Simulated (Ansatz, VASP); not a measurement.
**Two plane-wave programs on Cd**

INCAR

```
SYSTEM = Cd
PREC     = Accurate       ! precision mode
ENCUT    = 520            ! plane-wave cutoff, eV
EDIFF    = 1E-6           ! SCF threshold, eV
ISMEAR   = -1             ! smearing method
SIGMA    = 0.1            ! smearing width, eV
LREAL    = .FALSE.        ! projectors in reciprocal space
LASPH    = .TRUE.         ! aspherical terms in the spheres
NELM     = 100            ! most SCF steps
ALGO     = Normal         ! electronic algorithm
ISIF     = 2              ! what is computed and relaxed
LWAVE    = .FALSE.        ! write WAVECAR
LCHARG   = .FALSE.        ! write CHGCAR
GGA      = B5             ! functional
ALDAX    = 1.0          
AGGAX    = 1.0          
AGGAC    = 1.0          
ALDAC    = 0.0          
NBANDS   = 25             ! bands
```

File KPOINTS:

```
Automatic mesh
0
G
  8 8 11
  0 0 0
```

POSCAR

```
Cd
1.0
    5.6191365691      0.0000000000      0.0000000000
   -2.8095682845      4.8663150162      0.0000000000
    0.0000000000      0.0000000000      3.2504705400
Cd
3
Direct
    0.0000000000      0.0000000000      0.0000000000
    0.3333333333      0.6666666667      0.5000000000
    0.6666666667      0.3333333333      0.5000000000
```

Input for Ansatz:

```yaml
crystal:
  lattice:
    - [5.6191365691, 0.0, 0.0]
    - [-2.8095682845, 4.8663150162, 0.0]
    - [0.0, 0.0, 3.25047054]
  atoms:
    - { symbol: Cd, position: [0.0, 0.0, 0.0] }
    - { symbol: Cd, position: [0.3333333333, 0.6666666667, 0.5] }
    - { symbol: Cd, position: [0.6666666667, 0.3333333333, 0.5] }
hamiltonian:
  xc: blyp
  pseudopotentials:
    kind: paw
    azcp:
      Cd: "pseudopotentials/Cd.paw.azcp"
basis:
  ecutwfc: 420
  fft_grid_basis: typed
kpoints:
  mp_grid: { grid: [8, 8, 11], shift: [0, 0, 0] }
magnetization:
  spin_polarized: false
scf:
  occupations: { method: fermi_dirac, width: 0.1 }
  lower_state_search: "off"
output:
  stress: true
```

Alike in both runs: task single point; functional BLYP; k mesh 8 × 8 × 11; occupations fermi-dirac, width 0.1 eV; no spin polarisation.

```csv
,VASP,Ansatz
version,VASP 6.6.1,Ansatz 0.2.0
potentials or method,"VASP PAW PBE potentials, release 64 (Cd), cutoff 520 eV","plane waves (420 eV) with PAW, scalar-relativistic"
valence electrons in the cell,36,60
```

VASP gave:

* pressure (GPa): -0.3

**Question.** Which values does Ansatz return?

**Answer.** Pressure (GPa): -0.4.

VASP's potentials were made for PBE, not for BLYP. With one functional, cell and mesh, what is left measures potentials, basis and numerics. VASP's potentials hold 36 valence electrons a cell and Ansatz's 60, so a difference there can come from the potentials and not from the codes.
